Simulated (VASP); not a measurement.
# GaSb (F-43m) in VASP: further runs

GaSb is run at these levels: PBEsol; tasks: relaxation of cell and atoms, single point.

Everything below comes from runs of VASP 6.6.1. Logs are shortened: lines on timing, memory, paths and dates and some standing lists are left out, and cuts for length are marked.

### Step 1. The cell of the first run

Symmetry: F-43m, No. 216, cubic system. Conventional cell: a = 6.113 Å, b = 6.113 Å, c = 6.113 Å, α = 90.00°, β = 90.00°, γ = 90.00°. Ga (site symmetry -43m) has 4 Sb at 2.65 Å within 3.5 Å. Within 3.5 Å of Sb (site symmetry -43m) lie 4 Ga at 2.65 Å.

### Step 2. Relaxation of cell and atoms, PBEsol, target pressure 40 GPa, at which the enthalpy is minimised

File INCAR:

```
SYSTEM = GaSb
PREC     = Accurate       ! precision mode
ENCUT    = 600            ! plane-wave cutoff, eV
EDIFF    = 1E-6           ! SCF threshold, eV
ISMEAR   = -1             ! smearing method
SIGMA    = 0.15           ! smearing width, eV
LREAL    = .False.        ! projectors in reciprocal space
LASPH    = .True.         ! aspherical terms in the spheres
NELM     = 60             ! most SCF steps
ALGO     = Normal         ! electronic algorithm
ISIF     = 3              ! what is computed and relaxed
LWAVE    = .False.        ! write WAVECAR
LCHARG   = .False.        ! write CHGCAR
GGA      = PS             ! functional
IBRION   = 2              ! ionic algorithm
NSW      = 80             ! ionic steps
EDIFFG   = -0.001         ! ionic threshold
PSTRESS  = 400.0
```

File KPOINTS:

```
regular mesh
0
Gamma
  12 12 12
  0 0 0
```

File POSCAR:

```
GaSb
1.0
    0.0000000000      3.0562701463      3.0562701463
    3.0562701463      0.0000000000      3.0562701463
    3.0562701463      3.0562701463      0.0000000000
Ga Sb
1 1
Direct
    0.0000000000      0.0000000000      0.0000000000
    0.7500000000      0.7500000000      0.7500000000
```

Potentials or basis: VASP PAW PBE potentials, release 64 (Ga_d, Sb).

Command:

```
> cat potpaw_PBE.64/Ga_d/POTCAR potpaw_PBE.64/Sb/POTCAR > POTCAR
> mpirun -np 1 vasp_std > vasp.out
```

OUTCAR:

```text
SYSTEM = GaSb
   PREC = Accurate
   ENCUT = 600
   EDIFF = 1E-6
   ISMEAR = -1
   LREAL = .False.
   LASPH = .True.
   NELM = 60
   ISIF = 3
   GGA = PS
   IBRION = 2
   NSW = 80
   EDIFFG = -0.001
   PSTRESS = 400.0

 ion  position               nearest neighbor table
   1  0.000  0.000  0.000-   2 2.65   2 2.65   2 2.65   2 2.65
   2  0.750  0.750  0.750-   1 2.65   1 2.65   1 2.65   1 2.65

  LATTYP: Found a face centered cubic cell.
 ALAT       =     6.1125402926

  Lattice vectors:

 A1 = (   0.0000000000,   3.0562701463,   3.0562701463)
 A2 = (   3.0562701463,   0.0000000000,   3.0562701463)
 A3 = (   3.0562701463,   3.0562701463,   0.0000000000)

Analysis of symmetry for initial positions (statically):
=====================================================================
 Subroutine PRICEL returns:
 Original cell was already a primitive cell.

 Routine SETGRP: Setting up the symmetry group for a
 face centered cubic supercell.

 Subroutine GETGRP returns: Found 24 space group operations
 (whereof 24 operations were pure point group operations)
 out of a pool of 48 trial point group operations.

The static configuration has the point symmetry T_d .

Analysis of symmetry for dynamics (positions and initial velocities):
=====================================================================
 Subroutine PRICEL returns:
 Original cell was already a primitive cell.

 Routine SETGRP: Setting up the symmetry group for a
 face centered cubic supercell.

 Subroutine GETGRP returns: Found 24 space group operations
 (whereof 24 operations were pure point group operations)
 out of a pool of 48 trial point group operations.

The dynamic configuration has the point symmetry T_d .

 Subroutine INISYM returns: Found 24 space group operations
 (whereof 24 operations are pure point group operations),
 and found     1 'primitive' translations

----------------------------------------------------------------------------------------

                                     Primitive cell

  volume of cell :      57.0959

  direct lattice vectors                    reciprocal lattice vectors
     0.000000000  3.056270146  3.056270146    -0.163598104  0.163598104  0.163598104
     3.056270146  0.000000000  3.056270146     0.163598104 -0.163598104  0.163598104
     3.056270146  3.056270146  0.000000000     0.163598104  0.163598104 -0.163598104

  length of vectors
     4.322218691  4.322218691  4.322218691     0.283360227  0.283360227  0.283360227

  position of ions in fractional coordinates (direct lattice)
     0.000000000  0.000000000  0.000000000
     0.750000000  0.750000000  0.750000000

  ion indices of the primitive-cell ions
   primitive index   ion index
                 1           1
                 2           2

----------------------------------------------------------------------------------------

 KPOINTS: regular mesh

Automatic generation of k-mesh.
 Grid dimensions read from file:
 generate k-points for:   12   12   12

 Generating k-lattice:

  Cartesian coordinates                     Fractional coordinates (reciprocal lattice)
    -0.013633175  0.013633175  0.013633175     0.083333333  0.000000000  0.000000000
     0.013633175 -0.013633175  0.013633175     0.000000000  0.083333333  0.000000000
     0.013633175  0.013633175 -0.013633175     0.000000000  0.000000000  0.083333333

  Length of vectors
     0.023613352  0.023613352  0.023613352

  Shift w.r.t. Gamma in fractional coordinates (k-lattice)
     0.000000000  0.000000000  0.000000000

 Subroutine IBZKPT returns following result:
 ===========================================

 Found     72 irreducible k-points:

 Following reciprocal coordinates:
            Coordinates               Weight
  0.000000  0.000000  0.000000      1.000000
  0.083333  0.000000  0.000000      8.000000
  0.166667  0.000000  0.000000      8.000000
  0.250000  0.000000  0.000000      8.000000
  0.333333  0.000000  0.000000      8.000000
  0.416667  0.000000  0.000000      8.000000
[... 16 lines left out ...]
[... 40 lines left out ...]
  Thomas-Fermi vector in A             =   2.250795
   LORBIT       =      0    0 simple, 1 ext, 2 COOP (PROOUT), +10 PAW based schemes
   GGA     = PS    functional components
   LHFCALC =     F    Hartree Fock is set to
   AEXX    =    0.0000 exact exchange contribution
   IVDW    =     0    specifies the selected vdW correction
   LEPSILON=     F    determine dielectric tensor
   LRPA    =     F    only Hartree local field effects (RPA)
 conjugate gradient relaxation of ions
 non-spin polarized calculation
  energy-cutoff  :      600.00
  volume of cell :       57.10
 maximum number of plane-waves:      1932
   NGX = 17   NGY = 17   NGZ = 17

--------------------------------------- Ionic step        1  -------------------------------------------

 number of electron      18.0000006 magnetization

 Free energy of the ion-electron system (eV)
  ---------------------------------------------------
  ext. energy  EPLUGINS =         0.00000000
  ---------------------------------------------------
  free energy    TOTEN  =        -8.15699408 eV

  energy without entropy =       -8.15038611  energy(sigma->0) =       -8.15369009

 E-fermi :   4.9501     XC(G=0):  -9.2795

 val. band max:        4.7663018621   @ k =   0.0000   0.0000   0.0000
 cond. band min:       5.1093044004   @ k =   0.5000   0.0000   0.0000
 fundamental gap:      0.3430025382
 Fermi energy:         4.9501015938

 k-point     1 :       0.0000    0.0000    0.0000
  band No.  band energies     occupation
      1     -10.2434      2.00000
      2     -10.2434      2.00000
      3     -10.2434      2.00000
      4     -10.1925      2.00000
      5     -10.1925      2.00000
      6      -6.7665      2.00000
      7       4.7557      1.57033
      8       4.7557      1.57032
      9       4.7557      1.57032
     10       4.7663      1.54600
     11       7.5143      0.00000
     12       7.5143      0.00000
[... 867 lines left out ...]
  FREE ENERGIE OF THE ION-ELECTRON SYSTEM (eV)
  ---------------------------------------------------
  free  energy   TOTEN  =        -7.5655883215 eV

  energy  without entropy=       -7.5595231143  energy(sigma->0) =       -7.56255572

  enthalpy is  TOTEN    =         3.7930864488 eV   P V=       11.3586747703

[... ionic steps 4 to 29 ...]

--------------------------------------- Ionic step       30  -------------------------------------------

 number of electron      18.0000000 magnetization

------------------------ aborting loop because EDIFF is reached ----------------------------------------

  FORCE on cell =-STRESS in cart. coord.  units (eV):
  Direction    XX          YY          ZZ          XY          YZ          ZX
  --------------------------------------------------------------------------------------
  -------------------------------------------------------------------------------------
  Total       10.0908681     10.0908681     10.0908681     -0.0000000      0.0000000      0.0000000
  in kB      399.8640396    399.8640396    399.8640396     -0.0000000      0.0000000      0.0000000
  external PRESSURE =      -0.1359604 kB  Pullay stress =     400.0000000 kB
[... 61 lines left out ...]
  enthalpy is  TOTEN    =         3.4507321691 eV   P V=       10.0941447936

--------------------------------------- Ionic step       32  -------------------------------------------

 number of electron      18.0000000 magnetization

 Free energy of the ion-electron system (eV)
  ---------------------------------------------------
  ext. energy  EPLUGINS =         0.00000000
  ---------------------------------------------------
  free energy    TOTEN  =        -6.64310395 eV

  energy without entropy =       -6.63379219  energy(sigma->0) =       -6.63844807

 E-fermi :   9.0399     XC(G=0): -10.8712

 val. band max:        8.8827585144   @ k =  -0.0833   0.0833   0.0000
 cond. band min:       9.0803524750   @ k =   0.0000   0.0000   0.0000
 fundamental gap:      0.1975939607
 Fermi energy:         9.0399077945

 k-point     1 :       0.0000    0.0000    0.0000
  band No.  band energies     occupation
      1      -7.1235      2.00000
      2      -7.1235      2.00000
      3      -7.1235      2.00000
      4      -6.9897      2.00000
      5      -6.9897      2.00000
      6      -5.4783      2.00000
      7       9.0804      0.86600
      8       9.0804      0.86599
      9       9.0804      0.86599
     10      11.5867      0.00000
     11      11.5867      0.00000
     12      11.5867      0.00000
[... 398 lines left out ...]
  FREE ENERGIE OF THE ION-ELECTRON SYSTEM (eV)
  ---------------------------------------------------
  free  energy   TOTEN  =        -6.6431039524 eV

  energy  without entropy=       -6.6337921903  energy(sigma->0) =       -6.63844807

  enthalpy is  TOTEN    =         3.4507320682 eV   P V=       10.0938360207

 reached required accuracy - stopping structural energy minimisation
```

Wall time 9 min (1 thread of Intel Xeon 6975P-C, shared host); peak memory 0.28 GiB.

What came out:

- Free energy: -6.6431 eV
- Relaxed volume: 20.22 Å³/atom
- Relaxed cell: a = 3.852 Å, b = 3.852 Å, c = 3.852 Å, α = 60.00°, β = 60.00°, γ = 60.00°
- Space group after relaxing (to 0.05 Å): F-43m (No. 216)
- Energy change on relaxing (the enthalpy is what falls): +756.9 meV/atom
- Ionic steps: 32
- Pressure after relaxing: 40.0 GPa

The path:
| step | energy change (eV) | largest force (eV/Å) | pressure (GPa) | volume (Å³) |
| --- | --- | --- | --- | --- |
| 1 | 0.0000 | 0.0000 | 0.07 | 57.10 |
| 2 | 43.8130 | 0.0000 | 1021.60 | 16.18 |
| 3 | 0.5914 | 0.0000 | 20.16 | 45.50 |
| 4 | 0.9004 | 0.0000 | 27.09 | 43.39 |
| 5 | 1.5735 | 0.0000 | 41.12 | 40.20 |
| 6 | 1.4978 | 0.0000 | 39.68 | 40.50 |
| 7 | 1.4980 | 0.0000 | 39.67 | 40.49 |
| 8 | 1.4989 | 0.0000 | 39.68 | 40.49 |
| 9 | 1.4989 | 0.0000 | 39.70 | 40.49 |
| 10 | 1.4989 | 0.0000 | 39.69 | 40.49 |
| 11 | 1.4989 | 0.0000 | 39.69 | 40.49 |
| 12 | 1.4990 | 0.0000 | 39.69 | 40.49 |
| 13 | 1.4990 | 0.0000 | 39.69 | 40.49 |
| 14 | 1.4992 | 0.0000 | 39.70 | 40.49 |
| 15 | 1.4994 | 0.0000 | 39.70 | 40.49 |
| 16 | 1.4999 | 0.0000 | 39.71 | 40.49 |
| 17 | 1.5010 | 0.0000 | 39.78 | 40.48 |
| 18 | 1.5030 | 0.0000 | 39.78 | 40.47 |
| 19 | 1.5072 | 0.0000 | 39.88 | 40.46 |
| 20 | 1.5155 | 0.0000 | 40.08 | 40.42 |
| 21 | 1.5123 | 0.0000 | 39.95 | 40.44 |
| 22 | 1.5136 | 0.0000 | 40.05 | 40.43 |
| 23 | 1.5130 | 0.0000 | 39.99 | 40.43 |
| 24 | 1.5132 | 0.0000 | 39.97 | 40.43 |
| 25 | 1.5133 | 0.0000 | 39.99 | 40.43 |
| 26 | 1.5133 | 0.0000 | 39.98 | 40.43 |
| 27 | 1.5133 | 0.0000 | 39.98 | 40.43 |
| 28 | 1.5133 | 0.0000 | 39.98 | 40.43 |
| 29 | 1.5134 | 0.0000 | 39.99 | 40.43 |
| 30 | 1.5134 | 0.0000 | 39.99 | 40.43 |
| 31 | 1.5136 | 0.0000 | 39.99 | 40.43 |
| 32 | 1.5139 | 0.0000 | 39.99 | 40.43 |

Final structure:
```
Ga Sb
1.0
     0.00000    2.72412    2.72412
     2.72412    0.00000    2.72412
     2.72412    2.72412    0.00000
Ga Sb
1 1
Direct
  0.00000 0.00000 0.00000
  0.75000 0.75000 0.75000
```

Levels at points of the mesh, in eV from the Fermi level:
```csv
k point,band 6,band 7,band 8,band 9,band 10,band 11,band 12,band 13
"(0.00, 0.00, 0.00)",-14.52,0.04,0.04,0.04,2.55,2.55,2.55,2.77
"(0.50, 0.00, 0.00)",-11.79,-8.67,-1.83,-1.83,1.25,3.56,3.56,5.76
"(0.50, 0.50, 0.00)",-10.39,-8.81,-4.08,-4.08,0.20,0.33,11.06,11.06
```

Caveat: the cell is relaxed towards a set pressure, so the enthalpy falls and the energy may rise; the volume moved by over 15 % at a fixed basis, so the end points are rough; the PAW data sets were made with another functional, which shifts forces and pressure a little; spin-orbit coupling is left out, which moves the levels of the heavy elements.

(Continued in part 2 of 2.)
